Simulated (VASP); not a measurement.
# MnHg (Pm-3m) in VASP: notebook

Runs on MnHg. Level: PBE. Tasks: single point.

Program: VASP 6.6.1. These are calculated values, not measurements. Logs are shortened: lines on timing, memory, paths and dates and some standing lists are left out, and cuts for length are marked.

## 1. The cell of the first run

Symmetry: Pm-3m, No. 221, cubic system. The conventional cell has a = 3.503 Å, b = 3.503 Å, c = 3.503 Å, α = 90.00°, β = 90.00°, γ = 90.00°. Mn (site symmetry m-3m) has 8 Hg at 3.03 Å and 6 Mn at 3.50 Å within 4.0 Å. Within 4.0 Å of Hg (site symmetry m-3m) lie 8 Mn at 3.03 Å and 6 Hg at 3.50 Å.

## 2. Single point, PBE (21.49 Å³/atom)

Input file INCAR:

```
PREC = Accurate
ENCUT = 520
EDIFF = 1E-7
ISMEAR = -1
SIGMA = 0.1
LREAL = F
LASPH = T
NELM = 60
ALGO = Normal
ISIF = 2
LWAVE = F
LCHARG = F
GGA = PE
NBANDS = 20
```

Input file KPOINTS:

```
regular mesh
0
Gamma
  10 10 10
```

Input file POSCAR:

```
MnHg
1.0
    3.5030327844      0.0000000000      0.0000000000
    0.0000000000      3.5030327844      0.0000000000
    0.0000000000      0.0000000000      3.5030327844
Mn Hg
1 1
Direct
    0.5000000000      0.5000000000      0.5000000000
    0.0000000000      0.0000000000      0.0000000000
```

Potentials or basis: VASP PAW PBE potentials, release 64 (Mn_pv, Hg).

Run with:

```console
$ cat potpaw_PBE.64/Mn_pv/POTCAR potpaw_PBE.64/Hg/POTCAR > POTCAR
$ mpirun -np 1 vasp_std > vasp.out
```

OUTCAR:

```text
PREC = Accurate
   ENCUT = 520
   EDIFF = 1E-7
   ISMEAR = -1
   LREAL = F
   LASPH = T
   NELM = 60
   ISIF = 2
   GGA = PE

 ion  position               nearest neighbor table
   1  0.500  0.500  0.500-   2 3.03   2 3.03   2 3.03   2 3.03   2 3.03   2 3.03   2 3.03   2 3.03

   2  0.000  0.000  0.000-   1 3.03   1 3.03   1 3.03   1 3.03   1 3.03   1 3.03   1 3.03   1 3.03

  LATTYP: Found a simple cubic cell.
 ALAT       =     3.5030327844

  Lattice vectors:

 A1 = (   3.5030327844,   0.0000000000,   0.0000000000)
 A2 = (   0.0000000000,   3.5030327844,   0.0000000000)
 A3 = (   0.0000000000,   0.0000000000,   3.5030327844)

Analysis of symmetry for initial positions (statically):
=====================================================================
 Subroutine PRICEL returns:
 Original cell was already a primitive cell.

 Routine SETGRP: Setting up the symmetry group for a
 simple cubic supercell.

 Subroutine GETGRP returns: Found 48 space group operations
 (whereof 48 operations were pure point group operations)
 out of a pool of 48 trial point group operations.

The static configuration has the point symmetry O_h .

Analysis of symmetry for dynamics (positions and initial velocities):
=====================================================================
 Subroutine PRICEL returns:
 Original cell was already a primitive cell.

 Routine SETGRP: Setting up the symmetry group for a
 simple cubic supercell.

 Subroutine GETGRP returns: Found 48 space group operations
 (whereof 48 operations were pure point group operations)
 out of a pool of 48 trial point group operations.

The dynamic configuration has the point symmetry O_h .

 Subroutine INISYM returns: Found 48 space group operations
 (whereof 48 operations are pure point group operations),
 and found     1 'primitive' translations

----------------------------------------------------------------------------------------

                                     Primitive cell

  volume of cell :      42.9866

  direct lattice vectors                    reciprocal lattice vectors
     3.503032784  0.000000000  0.000000000     0.285466926  0.000000000  0.000000000
     0.000000000  3.503032784  0.000000000     0.000000000  0.285466926  0.000000000
     0.000000000  0.000000000  3.503032784     0.000000000  0.000000000  0.285466926

  length of vectors
     3.503032784  3.503032784  3.503032784     0.285466926  0.285466926  0.285466926

  position of ions in fractional coordinates (direct lattice)
     0.500000000  0.500000000  0.500000000
     0.000000000  0.000000000  0.000000000

  ion indices of the primitive-cell ions
   primitive index   ion index
                 1           1
                 2           2

----------------------------------------------------------------------------------------

 KPOINTS: regular mesh

Automatic generation of k-mesh.
 Grid dimensions read from file:
 generate k-points for:   10   10   10

 Generating k-lattice:

  Cartesian coordinates                     Fractional coordinates (reciprocal lattice)
     0.028546693  0.000000000  0.000000000     0.100000000  0.000000000  0.000000000
     0.000000000  0.028546693  0.000000000     0.000000000  0.100000000  0.000000000
     0.000000000  0.000000000  0.028546693     0.000000000  0.000000000  0.100000000

  Length of vectors
     0.028546693  0.028546693  0.028546693

  Shift w.r.t. Gamma in fractional coordinates (k-lattice)
     0.000000000  0.000000000  0.000000000

 Subroutine IBZKPT returns following result:
 ===========================================

 Found     56 irreducible k-points:

 Following reciprocal coordinates:
            Coordinates               Weight
  0.000000  0.000000  0.000000      1.000000
  0.100000  0.000000  0.000000      6.000000
  0.200000  0.000000  0.000000      6.000000
  0.300000  0.000000  0.000000      6.000000
  0.400000  0.000000  0.000000      6.000000
  0.500000  0.000000  0.000000      3.000000
[... 16 lines left out ...]
  0.200000  0.100000  0.100000     24.000000
  0.300000  0.100000  0.100000     24.000000
 [... further k-points ...]
   k-points           NKPTS =     56   k-points in BZ     NKDIM =     56   number of bands    NBANDS=     20
   number of dos      NEDOS =    301   number of ions     NIONS =      2
   total plane-waves  NPLWV =  21952
   dimension x,y,z NGX =    28 NGY =   28 NGZ =   28
   dimension x,y,z NGXF=    56 NGYF=   56 NGZF=   56
   ions per type =               1   1
   NGX,Y,Z   is equivalent  to a cutoff of  13.29, 13.29, 13.29 a.u.
   NGXF,Y,Z  is equivalent  to a cutoff of  26.58, 26.58, 26.58 a.u.
 SYSTEM =  unknown system
   PREC   = accura    normal or accurate (medium, high low for compatibility)
   ISTART =      0    job   : 0-new  1-cont  2-samecut
   ICHARG =      2    charge: 1-file 2-atom 10-const
   ISPIN  =      1    spin polarized calculation?
   LNONCOLLINEAR =      F non collinear calculations
   LSORBIT =      F    spin-orbit coupling
   LASPH  =      T    aspherical Exc in radial PAW
   ENCUT  =  520.0 eV  38.22 Ry    6.18 a.u.   6.51  6.51  6.51*2*pi/ulx,y,z
   NELM   =     60;   NELMIN=  2; NELMDL= -5     # of ELM steps
   EDIFF  = 0.1E-06   stopping-criterion for ELM
   LREAL  =      F    real-space projection
   EDIFFG = 0.1E-05   stopping-criterion for IOM
   NSW    =      0    number of steps for IOM
   IBRION =     -1    ionic relax: 0-MD 1-quasi-New 2-CG
   NFREE  =      0    steps in history (QN), initial steepest desc. (CG)
   ISIF   =      2    stress and relaxation
   ISYM   =      2    0-nonsym 1-usesym 2-fastsym
   POTIM  = 0.5000    time-step for ionic-motion
   TEBEG  =    0.0;   TEEND  =   0.0 temperature during run
   PSTRESS=    0.0 pullay stress
   NELECT =      25.0000    total number of electrons
   NUPDOWN=      -1.0000    fix difference up-down
   EMIN   =  10.00;   EMAX   =-10.00  energy-range for DOS
   EFERMI =   0.00;   METHOD = LEGACY
   ISMEAR =    -1;   SIGMA  =   0.10  broadening in eV -4-tet -1-fermi 0-gaus
   EFERMI_NEDOS =   21; number of points for ismear=-14 and -15
   IALGO  =     38    algorithm
   IMIX   =      4    mixing-type and parameters
     AMIX     =   0.40;   BMIX     =  1.00
     AMIX_MAG =   1.60;   BMIX_MAG =  1.00
  volume/ion in A,a.u.               =      21.49       145.04
  Fermi-wavevector in a.u.,A,eV,Ry     =   1.366503  2.582316 25.406578  1.867331
  Thomas-Fermi vector in A             =   2.492638
   LORBIT       =      0    0 simple, 1 ext, 2 COOP (PROOUT), +10 PAW based schemes
   GGA     = PE    functional components
   LHFCALC =     F    Hartree Fock is set to
   AEXX    =    0.0000 exact exchange contribution
   IVDW    =     0    specifies the selected vdW correction
   LEPSILON=     F    determine dielectric tensor
   LRPA    =     F    only Hartree local field effects (RPA)
 non-spin polarized calculation
  energy-cutoff  :      520.00
  volume of cell :       42.99
 maximum number of plane-waves:      1189
 NGX is ok and might be reduce to    28
   NGX = 13   NGY = 13   NGZ = 13

 number of electron      25.0000017 magnetization

 Free energy of the ion-electron system (eV)
  ---------------------------------------------------
  ext. energy  EPLUGINS =         0.00000000
  ---------------------------------------------------
  free energy    TOTEN  =        -6.41970897 eV

  energy without entropy =       -6.18309739  energy(sigma->0) =       -6.30140318

 E-fermi :   3.3585     XC(G=0): -10.8521

 val. band max:        3.3541483761   @ k =   0.3000   0.3000   0.2000
 cond. band min:       3.3621310283   @ k =   0.3000   0.2000   0.2000
 fundamental gap:      0.0079826522
 Fermi energy:         3.3585400630

 k-point     1 :       0.0000    0.0000    0.0000
  band No.  band energies     occupation
      1     -44.2173      2.00000
      2     -44.2173      2.00000
      3     -44.2173      2.00000
      4      -4.3908      2.00000
      5      -3.7004      2.00000
      6      -3.7004      2.00000
[... 12 lines left out ...]
     19      14.3013      0.00000
     20      14.3013      0.00000

 k-point     2 :       0.1000    0.0000    0.0000
  band No.  band energies     occupation
      1     -44.2181      2.00000
      2     -44.2172      2.00000
      3     -44.2172      2.00000
      4      -4.2583      2.00000
      5      -3.6866      2.00000
      6      -3.6446      2.00000
[... 12 lines left out ...]
     19      14.3381      0.00000
     20      15.0414      0.00000

 k-point     3 :       0.2000    0.0000    0.0000
  band No.  band energies     occupation
      1     -44.2202      2.00000
      2     -44.2171      2.00000
      3     -44.2171      2.00000
      4      -3.9374      2.00000
      5      -3.6502      2.00000
      6      -3.4162      2.00000
[... 12 lines left out ...]
     19      14.4513      0.00000
     20      17.1024      0.00000

 k-point     4 :       0.3000    0.0000    0.0000
  band No.  band energies     occupation
      1     -44.2228      2.00000
      2     -44.2169      2.00000
      3     -44.2169      2.00000
      4      -3.6886      2.00000
      5      -3.6043      2.00000
      6      -3.0842      2.00000
[... 12 lines left out ...]
     19      14.6453      0.00000
     20      16.9239      0.00000

 k-point     5 :       0.4000    0.0000    0.0000
  band No.  band energies     occupation
      1     -44.2249      2.00000
      2     -44.2168      2.00000
      3     -44.2168      2.00000
      4      -3.5664      2.00000
      5      -3.5636      2.00000
      6      -3.1443      2.00000
[... 12 lines left out ...]
     19      14.9037      0.00000
     20      15.4119      0.00000
[... 353 lines left out ...]
      6      -3.2077      2.00000
[... 12 lines left out ...]
     19      15.1385      0.00000
     20      15.1385      0.00000

 k-point    22 :       0.1000    0.1000    0.1000
  band No.  band energies     occupation
      1     -44.2180      2.00000
      2     -44.2179      2.00000
      3     -44.2179      2.00000
      4      -3.9938      2.00000
      5      -3.6026      2.00000
      6      -3.6026      2.00000
[... 12 lines left out ...]
     19      15.3193      0.00000
     20      15.3193      0.00000

 k-point    23 :       0.2000    0.1000    0.1000
  band No.  band energies     occupation
      1     -44.2201      2.00000
      2     -44.2178      2.00000
      3     -44.2178      2.00000
      4      -3.7072      2.00000
      5      -3.5698      2.00000
      6      -3.3894      2.00000
[... 12 lines left out ...]
     19      15.4425      0.00000
     20      16.7185      0.00000

 k-point    24 :       0.3000    0.1000    0.1000
  band No.  band energies     occupation
      1     -44.2227      2.00000
      2     -44.2176      2.00000
      3     -44.2176      2.00000
      4      -3.5366      2.00000
      5      -3.5280      2.00000
      6      -3.2006      2.00000
[... 12 lines left out ...]
     19      15.0046      0.00000
     20      15.0177      0.00000

 [... further k-points ...]

------------------------ aborting loop because EDIFF is reached ----------------------------------------

  FORCE on cell =-STRESS in cart. coord.  units (eV):
  Direction    XX          YY          ZZ          XY          YZ          ZX
  --------------------------------------------------------------------------------------
  -------------------------------------------------------------------------------------
  Total       -5.0597431     -5.0597431     -5.0597431     -0.0000000     -0.0000000      0.0000000
  in kB     -188.5846967   -188.5846967   -188.5846967     -0.0000000     -0.0000000      0.0000000
  external PRESSURE =    -188.5846967 kB  Pullay stress =       0.0000000 kB

 VOLUME and BASIS-vectors are now :
 -----------------------------------------------------------------------------
  energy-cutoff  :      520.00
  volume of cell :       42.99
      direct lattice vectors                 reciprocal lattice vectors
     3.503032784  0.000000000  0.000000000     0.285466926  0.000000000  0.000000000
     0.000000000  3.503032784  0.000000000     0.000000000  0.285466926  0.000000000
     0.000000000  0.000000000  3.503032784     0.000000000  0.000000000  0.285466926

 POSITION                                       TOTAL-FORCE (eV/Angst)
 -----------------------------------------------------------------------------------
      1.75152      1.75152      1.75152         0.000000      0.000000      0.000000
      0.00000      0.00000      0.00000         0.000000      0.000000      0.000000
 -----------------------------------------------------------------------------------
    total drift:                                0.000000      0.000000      0.000000

  FREE ENERGIE OF THE ION-ELECTRON SYSTEM (eV)
  ---------------------------------------------------
  free  energy   TOTEN  =        -6.4197089662 eV

  energy  without entropy=       -6.1830973893  energy(sigma->0) =       -6.30140318
```

Run time: 64 s. Hardware: 1 thread of Intel Xeon 8259CL, shared host; peak memory 0.19 GiB.

What came out:

- Free energy: -6.4197 eV
- Pressure: -18.9 GPa
- Band gap on the k mesh: zero (an odd number of electrons rules out a gap without spin polarisation)

Caveat: the cell stands under tension; spin-orbit coupling is left out, which moves the levels of the heavy elements; the run has no spin polarisation, though such a crystal can be magnetic. Spin polarisation is off, so any magnetic state and its effect on volume and gap are missing.

## 3. Single point, PBE, collinear spin, ferromagnetic start (13.11 Å³/atom)

This run uses another cell than the first one, of 13.11 Å³/atom.

Input file INCAR:

```
PREC     = Accurate       # precision mode
ENCUT    = 520            # plane-wave cutoff, eV
EDIFF    = 1E-7           # SCF threshold, eV
ISMEAR   = -1             # smearing method
SIGMA    = 0.1            # smearing width, eV
LREAL    = False          # projectors in reciprocal space
LASPH    = True           # aspherical terms in the spheres
NELM     = 150            # most SCF steps
ALGO     = Normal         # electronic algorithm
ISIF     = 2              # what is computed and relaxed
LWAVE    = False          # write WAVECAR
LCHARG   = True           # write CHGCAR
ISPIN    = 2              # spin polarisation
MAGMOM   = 4 0            # initial moments
LORBIT   = 11             # projections on sites
LMAXMIX  = 4              # l up to which the mixer works
GGA      = PE             # functional
LELF     = True           # ELF
LVHAR    = True         
NBANDS   = 24             # bands
```

KPOINTS is that of step 2.

Input file POSCAR:

```
MnHg
1.0
    2.9711713470      0.0000000000      0.0000000000
    0.0000000000      2.9711713470      0.0000000000
    0.0000000000      0.0000000000      2.9711713470
Mn Hg
1 1
Direct
    0.5000000000      0.5000000000      0.5000000000
    0.0000000000      0.0000000000      0.0000000000
```

Potentials or basis: VASP PAW PBE potentials, release 64 (Mn_pv, Hg).

Run with:

```console
$ cat potpaw_PBE.64/Mn_pv/POTCAR potpaw_PBE.64/Hg/POTCAR > POTCAR
$ mpirun -np 1 vasp_std > vasp.out
```

Wall time 94 s (1 thread of Intel Xeon 8259CL, shared host); peak memory 0.19 GiB.

It converged, with:

| Property | Result |
| --- | --- |
| Free energy | -7.1371 eV |
| Pressure | 58.3 GPa |
| Net moment | 2.73 μB per cell |
| Site moments | Mn +2.73; Hg -0.04 μB |
| Valence electrons inside the program's atomic spheres | Mn 11.87; Hg 11.01 |

Levels at points of the mesh, in eV from the Fermi level:
Spin up:
| k point | band 11 | band 12 | band 13 | band 14 | band 15 | band 16 | band 17 | band 18 |
| --- | --- | --- | --- | --- | --- | --- | --- | --- |
| (0.00, 0.00, 0.00) | -2.10 | -0.84 | -0.84 | -0.84 | 6.57 | 6.57 | 6.57 | 14.38 |
| (0.50, 0.00, 0.00) | -3.05 | -2.27 | -2.27 | -1.35 | -0.02 | 13.67 | 13.67 | 14.30 |
| (0.50, 0.50, 0.00) | -1.99 | -1.71 | -0.77 | -0.77 | -0.58 | 3.28 | 6.23 | 13.85 |
| (0.50, 0.50, 0.50) | -4.09 | -0.53 | -0.53 | 2.68 | 6.23 | 6.23 | 6.23 | 7.45 |
Spin down:
```
           k point  band 8  band 9  band 10  band 11  band 12  band 13  band 14  band 15
(0.00, 0.00, 0.00)   -7.62   -7.62    -0.13    -0.13     1.84     1.84     1.84     6.89
(0.50, 0.00, 0.00)   -7.37   -5.71    -4.72    -1.13     0.09     0.09     1.37     2.31
(0.50, 0.50, 0.00)   -6.56   -3.45    -1.82    -1.82     0.32     1.76     1.76     1.95
(0.50, 0.50, 0.50)   -6.50   -2.60    -2.60    -2.60     2.01     2.01     2.61     7.53
```

Caveat: the cell stands under pressure; spin-orbit coupling is left out, which moves the levels of the heavy elements.

(Continued in part 2 of 3.)

The gap in the log of VASP goes by the Fermi energy; the results here count the filled bands.